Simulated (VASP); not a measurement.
## Pt: single point with PBEsol

The system is Pt.

```
CELL_PARAMETERS angstrom
2.74920 0.00000 0.00000
-1.37460 2.38088 0.00000
0.00000 0.00000 18.42781
ATOMIC_POSITIONS crystal
Pt 0.00000 0.00000 0.99926
Pt 0.33333 0.66667 0.12436
Pt 0.00000 0.00000 0.24929
Pt 0.66667 0.33333 0.37421
Pt 0.00000 0.00000 0.50079
Pt 0.66667 0.33333 0.62571
Pt 0.33333 0.66667 0.75064
Pt 0.66667 0.33333 0.87574
```

* Program: VASP 6.6.1
* Task: single point
* Functional: PBEsol
* Potentials or basis: VASP PAW PBE potentials, release 64 (Pt)
* Cutoff: 520 eV
* k mesh: 18 × 18 × 3
* Occupations: gaussian, width 0.1 eV
* Spin: no spin polarisation
* Dipole correction: no
* Further INCAR settings: ALGO = Fast; EDIFF = 1e-06; NBANDS = 50

```json
{"Pressure": "-0.4 GPa", "Band gap on the k mesh": "zero (bands 40 and 41 overlap by 1.51 eV)"}
```

Stress tensor (GPa, compression positive):
```
-0.39  0.00  0.00
 0.00 -0.39  0.00
 0.00  0.00 -0.49
```

Levels at points of the mesh, in eV from the Fermi level:
| k point | band 36 | band 37 | band 38 | band 39 | band 40 | band 41 | band 42 | band 43 | band 44 | band 45 |
| --- | --- | --- | --- | --- | --- | --- | --- | --- | --- | --- |
| (0.00, 0.00, 0.00) | -1.67 | -1.67 | -1.15 | -1.15 | -1.10 | -1.10 | -0.77 | -0.46 | -0.46 | -0.42 |
| (0.50, 0.00, 0.00) | 0.27 | 0.30 | 0.30 | 0.38 | 0.40 | 0.41 | 0.59 | 1.96 | 2.33 | 2.50 |

Wall time 16 min on 1 thread of Oxide Virtual Turin-like Processor, on a shared host, peak memory 0.48 GiB.

Caveat: the PAW data sets were made with another functional, which shifts forces and pressure a little; spin-orbit coupling is left out, which moves the levels of the heavy elements.
